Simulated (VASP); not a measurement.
Runs of VASP 6.6.1 on ZnO. The structure is cubic, space group Pm-3m (No. 221). The conventional cell has a = 2.646 Å, b = 2.646 Å, c = 2.646 Å, α = 90.00°, β = 90.00°, γ = 90.00°. Zn (site symmetry m-3m) has 8 O at 2.29 Å and 6 Zn at 2.65 Å within 3.0 Å. O (site symmetry m-3m) has 8 Zn at 2.29 Å and 6 O at 2.65 Å within 3.0 Å. 

```csv
level,potentials or basis,k mesh,cutoff (eV),smearing,grid for exact exchange (PRECFOCK),screening parameter,second run,share of exact exchange,gap on the mesh (eV),pressure (GPa)
PBE,"VASP PAW PBE potentials, release 64 (Zn, O)",6 × 6 × 6,600,fermi-dirac 0.2 eV,-,-,-,-,none,9.2
HSE06,"VASP PAW PBE potentials, release 64 (Zn, O)",4 × 4 × 4,520,fermi-dirac 0.02 eV,Normal,0.2079 1/Å,-,-,(a),1.0
PBE,"VASP PAW PBE potentials, release 64 (Zn, O)",5 × 5 × 5,600,fermi-dirac 0.02 eV,-,-,-,-,none,9.4
PBE,"VASP PAW PBE potentials, release 64 (Zn, O)",6 × 6 × 6,600,methfessel-paxton 0.5 eV,-,-,-,-,none,9.1
PBE,"VASP PAW PBE potentials, release 64 (Zn, O_h)",3 × 3 × 3,910,fermi-dirac 0.02 eV,-,-,hard_potentials,-,none,12.1
PBE-based screened hybrid,"VASP PAW PBE potentials, release 64 (Zn, O)",4 × 4 × 4,520,fermi-dirac 0.02 eV,Normal,0.5 1/Å,-,1,3.49,-12.3
PBE-based screened hybrid,"VASP PAW PBE potentials, release 64 (Zn, O)",4 × 4 × 4,520,fermi-dirac 0.02 eV,Normal,0.2078 1/Å,-,0.3,1.18,-0.4
PBE,"VASP PAW PBE potentials, release 64 (Zn, O)",6 × 6 × 6,600,fermi-dirac 0.05 eV,-,-,-,-,none,9.1
PBE-based screened hybrid,"VASP PAW PBE potentials, release 64 (Zn, O)",4 × 4 × 4,520,fermi-dirac 0.02 eV,Normal,0.2078 1/Å,-,0.4,1.86,(b)
PBE,"VASP PAW PBE potentials, release 64 (Zn, O)",6 × 6 × 6,600,methfessel-paxton 0.2 eV,-,-,-,-,none,9.1
PBE-based screened hybrid,"VASP PAW PBE potentials, release 64 (Zn, O)",4 × 4 × 4,520,fermi-dirac 0.02 eV,Normal,0.5 1/Å,-,0.05,none,9.0
PBE,"VASP PAW PBE potentials, release 64 (Zn, O)",6 × 6 × 6,520,fermi-dirac 0.02 eV,-,-,-,-,none,9.4
```

Alike in all rows: task single point; no spin polarisation; cell as given.

Estimate the missing entries.

(a) 0.85; (b) -3.0.

Caveats: all runs use coarse meshes; the PAW data sets were made with another functional, which shifts forces and pressure a little (some runs); the cutoff is under 1.25 times the usual one of these potentials, so pressure, stress and relaxed cells hold a basis-set (Pulay) error (some runs).

A k mesh can miss the band edges.

A gap of «none» marks levels without a gap at the run's occupations.
